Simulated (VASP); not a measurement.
Write the native input for VASP 6.6.1 that does the following.

- Task: single point
- Functional: r2SCAN
- Potentials or basis: VASP PAW PBE potentials, release 64 (Ca_sv, O)
- Cutoff: 520 eV
- k mesh: 10 × 10 × 10
- Occupations: gaussian, width 0.05 eV
- Spin: no spin polarisation
- Dipole correction: no
- Further INCAR settings: ALGO = Normal; EDIFF = 1e-06; NBANDS = 15

Crystal: CaO.

```xyz
2
Lattice="0.0000 2.3724 2.6097 2.3724 0.0000 2.6097 2.3724 2.3724 0.0000" Properties=species:S:1:pos:R:3 pbc="T T T"
Ca    0.0000    0.0000    0.0000
O     2.3724    2.3724    2.6097
```

This cell differs from its parent crystal: ratio of the length along z to the lengths across it x 1.1, volume and fractional coordinates fixed.

These files were run (other wordings do the same):

POSCAR

```
CaO
1.0
    0.0000000000      2.3724180708      2.6096598778
    2.3724180708      0.0000000000      2.6096598778
    2.3724180708      2.3724180708      0.0000000000
Ca O
1 1
Direct
    0.0000000000      0.0000000000      0.0000000000
    0.5000000000      0.5000000000      0.5000000000
```

INCAR.step1

```
ALGO = Normal ; EDIFF = 1E-4
ENCUT = 520 ; GGA = PE
ISMEAR = 0 ; LASPH = True
LCHARG = False ; LREAL = False
LWAVE = True ; NBANDS = 15
NELM = 60 ; PREC = Accurate
SIGMA = 0.05
```

INCAR.step2

```
ALGO = Normal ; EDIFF = 1E-6
ENCUT = 520 ; ISIF = 2
ISMEAR = 0 ; ISTART = 1
LASPH = True ; LCHARG = False
LMIXTAU = True ; LREAL = False
LWAVE = False ; METAGGA = R2SCAN
NBANDS = 15 ; NELM = 60
PREC = Accurate ; SIGMA = 0.05
```

KPOINTS

```
k-points
0
Gamma
  10 10 10
```

Potentials or basis: VASP PAW PBE potentials, release 64 (Ca_sv, O).

Launch:

```sh
$ cat potpaw_PBE.64/Ca_sv/POTCAR potpaw_PBE.64/O/POTCAR > POTCAR
$ cp INCAR.step1 INCAR
$ mpirun -np 1 vasp_std > vasp.out
$ cp INCAR.step2 INCAR
$ mpirun -np 1 vasp_std > vasp.out
```

Results of the run:

```json
{
  "Pressure": "-3.7 GPa",
  "Band gap on the k mesh": "4.10 eV (least direct gap 4.54 eV)"
}
```

Caveat: the cell stands under tension; the PAW data sets were made with another functional, which shifts forces and pressure a little.

Wall time 73 s on 1 thread of Intel(R) Xeon(R) 6975P-C (Granite Rapids), on a shared host, peak memory 0.19 GiB.
